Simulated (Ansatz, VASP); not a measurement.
One calculation of P, two programs

```xyz
4
Lattice="3.2905 0.0000 0.0000 0.0000 34.8586 0.0000 0.0000 0.0000 4.8216" Properties=species:S:1:pos:R:3 pbc="T T T"
P     0.0000   33.8173    2.8519
P     0.0000    1.0413    1.9697
P     1.6452    1.0413    0.4411
P     1.6452   33.8173    4.3805
```

Change from the starting cell: strain +0.0400 x Voigt [0, 0, 1, 0, 0, 0], atoms carried along.

Alike in both runs: task single point; functional r2SCAN; k mesh 8 × 1 × 6; occupations gaussian, width 0.05 eV; no spin polarisation.

|  | VASP | Ansatz |
| --- | --- | --- |
| version | VASP 6.6.1 | Ansatz 0.2.0 |
| potentials or method | VASP PAW PBE potentials, release 64 (P), cutoff 520 eV | scalar-relativistic, plane waves, PAW |
| valence electrons in the cell | 20 | 20 |

|  | VASP | Ansatz | Ansatz less VASP |
| --- | --- | --- | --- |
| gap on the k mesh at the Fermi level (eV) | 1.38 | 1.35 | -0.029 |
| least direct gap on the mesh (eV) | 1.38 | 1.35 | -0.029 |
| rms of the force components (eV/Å) | 0.376 | 0.331 | -0.0446 |

VASP's potentials were made for PBE, not for r2SCAN. Atom by atom the forces differ by 0.051 eV/Å (rms over components). Ansatz's warnings: xc potential rough in thin density.
